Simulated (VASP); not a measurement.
SnH5, 6 atoms in the cell. Symmetry: I4/mmm, No. 139, tetragonal system. The conventional cell has a = 4.177 Å, b = 4.177 Å, c = 8.152 Å, α = 90.00°, β = 90.00°, γ = 90.00°. Within 2.7 Å of Sn (site symmetry 4/mmm) lie 4 H at 2.06 Å. H (site symmetry m2m) has 1 H at 0.90 Å within 1.2 Å. Within 1.2 Å of H (site symmetry 4/mmm) lie 4 H at 0.90 Å. The cell was built from a structure type or drawn by symmetry, and may not be a known phase.

```yaml
Program: VASP 6.6.1
Task: relaxation of cell and atoms
Functional: PBE
Potentials_or_basis: VASP PAW PBE potentials, release 64 (Sn_d, H_h)
Cutoff: 910 eV
k_mesh: 6 × 6 × 6
Occupations: gaussian, width 0.1 eV
Spin: no spin polarisation
Dipole_correction: no
Further_INCAR_settings: ALGO = Normal; EDIFF = 1e-07; IBRION = 2; EDIFFG = -0.04; NSW = 90; ISIF = 3
```

Potentials or basis: VASP PAW PBE potentials, release 64 (Sn_d, H_h).

Command:

```bash
$ cat potpaw_PBE.64/Sn_d/POTCAR potpaw_PBE.64/H_h/POTCAR > POTCAR
$ mpirun -np 1 vasp_std > vasp.out
```

Hardware: 1 thread of Intel(R) Xeon(R) Platinum 8488C (Sapphire Rapids) (shared host).

Problem. How long does it take, and how much memory?

Solution. It took 21 min on 1 thread of Intel(R) Xeon(R) Platinum 8488C (Sapphire Rapids), on a shared host, peak memory 0.46 GiB. Counts: scf iterations 257, k points 30, ion steps 27.
